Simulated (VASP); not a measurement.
# BAs (F-43m) in VASP: a series of runs

BAs is run at these levels: PBE; tasks: single point, relaxation of cell and atoms.

Everything below comes from runs of VASP 6.6.1. Logs are shortened: lines on timing, memory, paths and dates and some standing lists are left out, and cuts for length are marked.

## (1) The cell of the first run

It takes space group F-43m (No. 216, cubic). The conventional cell has a = 4.809 Å, b = 4.809 Å, c = 4.809 Å, α = 90.00°, β = 90.00°, γ = 90.00°. B (site symmetry -43m) has 4 As at 2.08 Å within 2.8 Å. Within 2.8 Å of As (site symmetry -43m) lie 4 B at 2.08 Å.

## (2) Single point, PBE, non-collinear spin, zero start, spin-orbit coupling

Contents of INCAR:

```
SYSTEM = BAs
PREC = Accurate
ENCUT = 520
EDIFF = 1E-6
ISMEAR = 0
SIGMA = 0.02
LREAL = .False.
LASPH = .True.
NELM = 150
ALGO = Normal
ISIF = 2
LWAVE = .False.
LCHARG = .True.
LNONCOLLINEAR = .True.
MAGMOM = 0 0 0 0 0 0
LORBIT = 11
LSORBIT = .True.
GGA_COMPAT = .False.
LORBMOM = .True.
GGA = PE
LVHAR = .True.
NBANDS = 20
```

Contents of KPOINTS:

```
Automatic mesh
0
Gamma
  10 10 10
  0 0 0
```

Contents of POSCAR:

```
BAs
1.0
    0.0000000000      2.4044111665      2.4044111665
    2.4044111665      0.0000000000      2.4044111665
    2.4044111665      2.4044111665      0.0000000000
B As
1 1
Direct
    0.0000000000      0.0000000000      0.0000000000
    0.2500000000      0.2500000000      0.2500000000
```

Potentials or basis: VASP PAW PBE potentials, release 64 (B, As).

Started as:

```
cat potpaw_PBE.64/B/POTCAR potpaw_PBE.64/As/POTCAR > POTCAR
mpirun -np 1 vasp_ncl > vasp.out
```

OUTCAR:

```text
SYSTEM = BAs
   PREC = Accurate
   ENCUT = 520
   EDIFF = 1E-6
   ISMEAR = 0
   LREAL = .False.
   LASPH = .True.
   NELM = 150
   ISIF = 2
   LNONCOLLINEAR = .True.
   LORBIT = 11
   LSORBIT = .True.
   GGA = PE

 ion  position               nearest neighbor table
   1  0.000  0.000  0.000-   2 2.08   2 2.08   2 2.08   2 2.08
   2  0.250  0.250  0.250-   1 2.08   1 2.08   1 2.08   1 2.08

  LATTYP: Found a face centered cubic cell.
 ALAT       =     4.8088223330

  Lattice vectors:

 A1 = (   0.0000000000,   2.4044111665,   2.4044111665)
 A2 = (   2.4044111665,   0.0000000000,   2.4044111665)
 A3 = (   2.4044111665,   2.4044111665,   0.0000000000)

Analysis of symmetry for initial positions (statically):
=====================================================================
 Subroutine PRICEL returns:
 Original cell was already a primitive cell.

 Routine SETGRP: Setting up the symmetry group for a
 face centered cubic supercell.

 Subroutine GETGRP returns: Found 24 space group operations
 (whereof 24 operations were pure point group operations)
 out of a pool of 48 trial point group operations.

The static configuration has the point symmetry T_d .

Analysis of symmetry for dynamics (positions and initial velocities):
=====================================================================
 Subroutine PRICEL returns:
 Original cell was already a primitive cell.

 Routine SETGRP: Setting up the symmetry group for a
 face centered cubic supercell.

 Subroutine GETGRP returns: Found 24 space group operations
 (whereof 24 operations were pure point group operations)
 out of a pool of 48 trial point group operations.

The dynamic configuration has the point symmetry T_d .

Analysis of structural, dynamic, and magnetic symmetry:
=====================================================================
 Subroutine PRICEL returns:
 Original cell was already a primitive cell.

 Routine SETGRP: Setting up the symmetry group for a
 face centered cubic supercell.

 Subroutine GETGRP returns: Found 24 space group operations
 (whereof 24 operations were pure point group operations)
 out of a pool of 48 trial point group operations.

The overall configuration has the point symmetry T_d .

 Subroutine INISYM returns: Found 24 space group operations
 (whereof 24 operations are pure point group operations),
 and found     1 'primitive' translations

----------------------------------------------------------------------------------------

                                     Primitive cell

  volume of cell :      27.8007

  direct lattice vectors                    reciprocal lattice vectors
     0.000000000  2.404411167  2.404411167    -0.207951122  0.207951122  0.207951122
     2.404411167  0.000000000  2.404411167     0.207951122 -0.207951122  0.207951122
     2.404411167  2.404411167  0.000000000     0.207951122  0.207951122 -0.207951122

  length of vectors
     3.400350881  3.400350881  3.400350881     0.360181909  0.360181909  0.360181909

  position of ions in fractional coordinates (direct lattice)
     0.000000000  0.000000000  0.000000000
     0.250000000  0.250000000  0.250000000

  ion indices of the primitive-cell ions
   primitive index   ion index
                 1           1
                 2           2

----------------------------------------------------------------------------------------

 KPOINTS: Automatic mesh

Automatic generation of k-mesh.
 Grid dimensions read from file:
 generate k-points for:   10   10   10

 Generating k-lattice:

  Cartesian coordinates                     Fractional coordinates (reciprocal lattice)
    -0.020795112  0.020795112  0.020795112     0.100000000  0.000000000  0.000000000
     0.020795112 -0.020795112  0.020795112     0.000000000  0.100000000  0.000000000
     0.020795112  0.020795112 -0.020795112     0.000000000  0.000000000  0.100000000

  Length of vectors
[... 91 lines left out ...]
   NGX = 13   NGY = 13   NGZ = 13

 number of electron       8.0000000 magnetization       0.0000000      0.0000000     -0.0000000

 number of electron       8.0000000 magnetization      -0.0000000     -0.0000000      0.0000000

 number of electron       8.0000000 magnetization       0.0000000      0.0000000      0.0000000

 number of electron       8.0000000 magnetization      -0.0000000     -0.0000000     -0.0000000

 Free energy of the ion-electron system (eV)
  ---------------------------------------------------
  ext. energy  EPLUGINS =         0.00000000
  ---------------------------------------------------
  free energy    TOTEN  =       -11.42396118 eV

  energy without entropy =      -11.42396118  energy(sigma->0) =      -11.42396118

 E-fermi :   6.0628     XC(G=0): -10.4986

 val. band max:        5.9723685121   @ k =   0.0000   0.0000   0.0000
 cond. band min:       7.1034663114   @ k =   0.4000   0.4000   0.0000
 fundamental gap:      1.1310977994
 Fermi energy:         6.0627578339

 k-point     1 :       0.0000    0.0000    0.0000
  band No.  band energies     occupation
      1      -9.3127      1.00000
      2      -9.3127      1.00000
      3       5.7667      1.00000
      4       5.7667      1.00000
      5       5.9724      1.00000
      6       5.9724      1.00000
[... 541 lines left out ...]
     19      17.4905      0.00000
     20      17.5072      0.00000

 [... further k-points ...]
[... 5 lines left out ...]
  --------------------------------------------------------------------------------------
  -------------------------------------------------------------------------------------
  Total        0.1147297      0.1147297      0.1147297     -0.0000000      0.0000000      0.0000000
  in kB        6.6119581      6.6119581      6.6119581     -0.0000000      0.0000000      0.0000000
  external PRESSURE =       6.6119581 kB  Pullay stress =       0.0000000 kB

 VOLUME and BASIS-vectors are now :
 -----------------------------------------------------------------------------
  energy-cutoff  :      520.00
  volume of cell :       27.80
      direct lattice vectors                 reciprocal lattice vectors
     0.000000000  2.404411167  2.404411167    -0.207951122  0.207951122  0.207951122
     2.404411167  0.000000000  2.404411167     0.207951122 -0.207951122  0.207951122
     2.404411167  2.404411167  0.000000000     0.207951122  0.207951122 -0.207951122

 POSITION                                       TOTAL-FORCE (eV/Angst)
 -----------------------------------------------------------------------------------
      0.00000      0.00000      0.00000        -0.000000     -0.000000     -0.000000
      1.20221      1.20221      1.20221         0.000000      0.000000      0.000000
 -----------------------------------------------------------------------------------
    total drift:                               -0.000000     -0.000000     -0.000000

  FREE ENERGIE OF THE ION-ELECTRON SYSTEM (eV)
  ---------------------------------------------------
  free  energy   TOTEN  =       -11.4239611766 eV

  energy  without entropy=      -11.4239611766  energy(sigma->0) =      -11.42396118

 orbital moment (x)

 # of ion     p       d       tot
 ----------------------------------------
  1         0.000   0.000   0.000
  2         0.000   0.000   0.000
 ----------------------------------------
            0.000   0.000   0.000

 orbital moment (y)

 # of ion     p       d       tot
 ----------------------------------------
  1         0.000   0.000   0.000
  2        -0.000  -0.000  -0.000
 ----------------------------------------
            0.000  -0.000   0.000

 orbital moment (z)

 # of ion     p       d       tot
 ----------------------------------------
  1         0.000   0.000   0.000
  2         0.000  -0.000   0.000
 ----------------------------------------
            0.000  -0.000   0.000

 Spin-Orbit-Coupling matrix elements

 Ion:    1  E_soc:     -0.0000100
 l=   1
     0.0000000    -0.0000017    -0.0000017
    -0.0000017     0.0000000    -0.0000017
    -0.0000017    -0.0000017     0.0000000
 l=   2
     0.0000000     0.0000000     0.0000000     0.0000000     0.0000000
     0.0000000     0.0000000     0.0000000     0.0000000     0.0000000
     0.0000000     0.0000000     0.0000000     0.0000000     0.0000000
     0.0000000     0.0000000     0.0000000     0.0000000     0.0000000
     0.0000000     0.0000000     0.0000000     0.0000000     0.0000000
 l=   3
     0.0000000     0.0000000     0.0000000     0.0000000     0.0000000     0.0000000     0.0000000
     0.0000000     0.0000000     0.0000000     0.0000000     0.0000000     0.0000000     0.0000000
     0.0000000     0.0000000     0.0000000     0.0000000     0.0000000     0.0000000     0.0000000
     0.0000000     0.0000000     0.0000000     0.0000000     0.0000000     0.0000000     0.0000000
     0.0000000     0.0000000     0.0000000     0.0000000     0.0000000     0.0000000     0.0000000
     0.0000000     0.0000000     0.0000000     0.0000000     0.0000000     0.0000000     0.0000000
     0.0000000     0.0000000     0.0000000     0.0000000     0.0000000     0.0000000     0.0000000

 Ion:    2  E_soc:     -0.0212627
 l=   1
     0.0000000    -0.0035188    -0.0035188
    -0.0035188     0.0000000    -0.0035188
    -0.0035188    -0.0035188     0.0000000
 l=   2
     0.0000000    -0.0000127     0.0000000    -0.0000127    -0.0000123
    -0.0000127     0.0000000    -0.0000092    -0.0000127    -0.0000031
     0.0000000    -0.0000092     0.0000000    -0.0000092     0.0000000
    -0.0000127    -0.0000127    -0.0000092     0.0000000    -0.0000031
    -0.0000123    -0.0000031     0.0000000    -0.0000031     0.0000000
 l=   3
     0.0000000     0.0000000     0.0000000     0.0000000     0.0000000     0.0000000     0.0000000
     0.0000000     0.0000000     0.0000000     0.0000000     0.0000000     0.0000000     0.0000000
     0.0000000     0.0000000     0.0000000     0.0000000     0.0000000     0.0000000     0.0000000
     0.0000000     0.0000000     0.0000000     0.0000000     0.0000000     0.0000000     0.0000000
     0.0000000     0.0000000     0.0000000     0.0000000     0.0000000     0.0000000     0.0000000
     0.0000000     0.0000000     0.0000000     0.0000000     0.0000000     0.0000000     0.0000000
     0.0000000     0.0000000     0.0000000     0.0000000     0.0000000     0.0000000     0.0000000

 total charge

# of ion       s       p       d       tot
------------------------------------------
    1        0.657   1.158   0.000   1.815
    2        1.173   1.646   0.085   2.904
--------------------------------------------------
tot          1.830   2.805   0.085   4.720

 magnetization (x)

# of ion       s       p       d       tot
------------------------------------------
    1       -0.000   0.000   0.000  -0.000
    2        0.000  -0.000  -0.000  -0.000
--------------------------------------------------
tot         -0.000  -0.000  -0.000  -0.000

 magnetization (y)

# of ion       s       p       d       tot
------------------------------------------
    1       -0.000   0.000   0.000  -0.000
    2       -0.000  -0.000  -0.000  -0.000
--------------------------------------------------
tot         -0.000  -0.000  -0.000  -0.000

 magnetization (z)

# of ion       s       p       d       tot
------------------------------------------
    1       -0.000   0.000   0.000   0.000
    2        0.000  -0.000  -0.000  -0.000
--------------------------------------------------
tot         -0.000   0.000  -0.000   0.000
```

Wall time 99 s (1 thread of Intel Xeon 6975P-C (Granite Rapids), shared host); peak memory 0.27 GiB.

What came out:

```
Free energy                                           : -11.4240 eV
Pressure                                              : 0.7 GPa
Net moment                                            : 0.00 μB per cell
Valence electrons inside the program's atomic spheres : B 1.81; As 2.90
```

Moments on the atoms (μB; x, y, z):
```
B   0.00 0.00 0.00
As  0.00 0.00 0.00
```

## (3) Single point, PBE

This run uses another cell than the first one, of 13.70 Å³/atom, 0.986 times its volume.

Contents of INCAR:

```
SYSTEM = BAs
PREC = Accurate
ENCUT = 520
EDIFF = 1E-6
ISMEAR = 0
SIGMA = 0.01
LREAL = .FALSE.
LASPH = .TRUE.
NELM = 80
ALGO = Normal
ISIF = 2
LWAVE = .FALSE.
LCHARG = .FALSE.
GGA = PE
NBANDS = 11
```

Contents of KPOINTS:

```
Automatic mesh
0
G
  10 10 10
  0 0 0
```

Contents of POSCAR:

```
BAs
1.0
    0.0000000000      2.3928365477      2.3928365477
    2.3928365477      0.0000000000      2.3928365477
    2.3928365477      2.3928365477      0.0000000000
B As
1 1
Direct
    0.0000000000      0.0000000000      0.0000000000
    0.7500000000      0.7500000000      0.7500000000
```

Potentials or basis: VASP PAW PBE potentials, release 64 (B, As).

Started as:

```
cat potpaw_PBE.64/B/POTCAR potpaw_PBE.64/As/POTCAR > POTCAR
mpirun -np 1 vasp_std > vasp.out
```

OUTCAR:

```text
SYSTEM = BAs
   PREC = Accurate
   ENCUT = 520
   EDIFF = 1E-6
   ISMEAR = 0
   LREAL = .FALSE.
   LASPH = .TRUE.
   NELM = 80
   ISIF = 2
   GGA = PE

 ion  position               nearest neighbor table
   1  0.000  0.000  0.000-   2 2.07   2 2.07   2 2.07   2 2.07
   2  0.750  0.750  0.750-   1 2.07   1 2.07   1 2.07   1 2.07

  LATTYP: Found a face centered cubic cell.
 ALAT       =     4.7856730954

  Lattice vectors:

 A1 = (   0.0000000000,   2.3928365477,   2.3928365477)
 A2 = (   2.3928365477,   0.0000000000,   2.3928365477)
 A3 = (   2.3928365477,   2.3928365477,   0.0000000000)

Analysis of symmetry for initial positions (statically):
=====================================================================
 Subroutine PRICEL returns:
 Original cell was already a primitive cell.

 Routine SETGRP: Setting up the symmetry group for a
 face centered cubic supercell.

 Subroutine GETGRP returns: Found 24 space group operations
 (whereof 24 operations were pure point group operations)
 out of a pool of 48 trial point group operations.

The static configuration has the point symmetry T_d .

Analysis of symmetry for dynamics (positions and initial velocities):
=====================================================================
 Subroutine PRICEL returns:
 Original cell was already a primitive cell.

 Routine SETGRP: Setting up the symmetry group for a
 face centered cubic supercell.

 Subroutine GETGRP returns: Found 24 space group operations
 (whereof 24 operations were pure point group operations)
 out of a pool of 48 trial point group operations.

The dynamic configuration has the point symmetry T_d .

 Subroutine INISYM returns: Found 24 space group operations
 (whereof 24 operations are pure point group operations),
 and found     1 'primitive' translations

----------------------------------------------------------------------------------------

                                     Primitive cell

  volume of cell :      27.4012

[... 112 lines left out ...]
   LORBIT       =      0    0 simple, 1 ext, 2 COOP (PROOUT), +10 PAW based schemes
   GGA     = PE    functional components
   LHFCALC =     F    Hartree Fock is set to
   AEXX    =    0.0000 exact exchange contribution
   IVDW    =     0    specifies the selected vdW correction
   LEPSILON=     F    determine dielectric tensor
   LRPA    =     F    only Hartree local field effects (RPA)
 non-spin polarized calculation
 Gauss-broadening in eV      SIGMA  =   0.01
  energy-cutoff  :      520.00
  volume of cell :       27.40
 maximum number of plane-waves:       754
 NGX is ok and might be reduce to    28
   NGX = 13   NGY = 13   NGZ = 13

 number of electron       8.0000000 magnetization

 Free energy of the ion-electron system (eV)
  ---------------------------------------------------
  ext. energy  EPLUGINS =         0.00000000
  ---------------------------------------------------
  free energy    TOTEN  =       -11.40925451 eV

  energy without entropy =      -11.40925451  energy(sigma->0) =      -11.40925451

 E-fermi :   6.1831     XC(G=0): -10.5607

 val. band max:        6.0664074174   @ k =   0.0000   0.0000   0.0000
 cond. band min:       7.2474444094   @ k =   0.4000   0.4000   0.0000
 fundamental gap:      1.1810369920
 Fermi energy:         6.1830679198

 k-point     1 :       0.0000    0.0000    0.0000
  band No.  band energies     occupation
      1      -9.2853      2.00000
      2       6.0664      2.00000
      3       6.0664      2.00000
      4       6.0664      2.00000
      5       9.3361      0.00000
      6       9.3361      0.00000
      7       9.3361      0.00000
      8      10.6840      0.00000
      9      15.6227      0.00000
     10      18.9949      0.00000
     11      18.9949      0.00000
[... 309 lines left out ...]
 k-point    24 :       0.4000    0.3000    0.0000
  band No.  band energies     occupation
      1      -6.6560      2.00000
      2      -0.3767      2.00000
      3       2.1126      2.00000
      4       2.5999      2.00000
      5       7.7654      0.00000
      6       9.4603      0.00000
      7      14.8634      0.00000
      8      15.0992      0.00000
      9      18.0722      0.00000
     10      21.8138      0.00000
     11      21.9025      0.00000

 [... further k-points ...]
[... 5 lines left out ...]
  --------------------------------------------------------------------------------------
  -------------------------------------------------------------------------------------
  Total        0.4512602      0.4512602      0.4512602     -0.0000000     -0.0000000      0.0000000
  in kB       26.3856909     26.3856909     26.3856909     -0.0000000     -0.0000000      0.0000000
  external PRESSURE =      26.3856909 kB  Pullay stress =       0.0000000 kB

 VOLUME and BASIS-vectors are now :
 -----------------------------------------------------------------------------
  energy-cutoff  :      520.00
  volume of cell :       27.40
      direct lattice vectors                 reciprocal lattice vectors
     0.000000000  2.392836548  2.392836548    -0.208957022  0.208957022  0.208957022
     2.392836548  0.000000000  2.392836548     0.208957022 -0.208957022  0.208957022
     2.392836548  2.392836548  0.000000000     0.208957022  0.208957022 -0.208957022

 POSITION                                       TOTAL-FORCE (eV/Angst)
 -----------------------------------------------------------------------------------
      0.00000      0.00000      0.00000         0.000000      0.000000     -0.000000
      3.58925      3.58925      3.58925        -0.000000     -0.000000      0.000000
 -----------------------------------------------------------------------------------
    total drift:                                0.000000      0.000000      0.000000

  FREE ENERGIE OF THE ION-ELECTRON SYSTEM (eV)
  ---------------------------------------------------
  free  energy   TOTEN  =       -11.4092545068 eV

  energy  without entropy=      -11.4092545068  energy(sigma->0) =      -11.40925451
```

Wall time 12 s (1 thread of Intel Xeon Platinum 8488C (Sapphire Rapids), shared host); peak memory 0.16 GiB.

Results:

| Item | Value |
| --- | --- |
| Free energy | -11.4093 eV |
| Pressure | 2.6 GPa |
| Band gap on the k mesh | 1.18 eV, indirect (least direct gap 3.27 eV) |

(Continued in part 2 of 2.)
